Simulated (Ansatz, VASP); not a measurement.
**Two plane-wave programs on C**

The input INCAR:

```
  ALGO = Normal
  EDIFF = 1E-6
  ENCUT = 520
  GGA = PE
  ISIF = 2
  ISMEAR = 0
  LASPH = True
  LCHARG = True
  LELF = True
  LREAL = False
  LVHAR = True
  LWAVE = False
  NBANDS = 11
  NELM = 100
  PREC = Accurate
  SIGMA = 0.05
```

The input KPOINTS:

```
k-points
0
Gamma
  12 12 12
```

POSCAR

```
C
1.0
    0.0000000000      1.7973739101      1.9321769533
    1.7973739101      0.0000000000      1.9321769533
    1.7973739101      1.7973739101      0.0000000000
C
2
Direct
    0.5000000000      0.5000000000      0.5000000000
    0.7500000000      0.7500000000      0.7500000000
```

Input for Ansatz:

```yaml
crystal:
  lattice:
    - [0.0, 1.7973739101, 1.9321769533]
    - [1.7973739101, 0.0, 1.9321769533]
    - [1.7973739101, 1.7973739101, 0.0]
  atoms:
    - { symbol: C, position: [0.5, 0.5, 0.5] }
    - { symbol: C, position: [0.75, 0.75, 0.75] }
basis:
  ecutwfc: 520.0
kpoints:
  mp_grid: { grid: [12, 12, 12] }
hamiltonian:
  xc: pbe
  pseudopotentials: { kind: paw, azcp: { folder: soft_1 } }
scf:
  occupations: { method: gaussian, width: 0.05 }
output:
  forces: true
  stress: true
  eigenvalues: true
```

Alike in both runs: task single point; functional PBE; k mesh 12 × 12 × 12; occupations gaussian, width 0.05 eV; no spin polarisation.

```csv
,VASP,Ansatz
version,VASP 6.6.1,Ansatz 0.2.0
potentials or method,"VASP PAW PBE potentials, release 64 (C), cutoff 520 eV","scalar-relativistic, plane waves, PAW"
valence electrons in the cell,8,8
```

|  | VASP | Ansatz | Ansatz less VASP |
| --- | --- | --- | --- |
| gap on the k mesh at the Fermi level (eV) | 3.09 | 3.09 | +0.007 |
| least direct gap on the mesh (eV) | 4.72 | 4.72 | +0.003 |
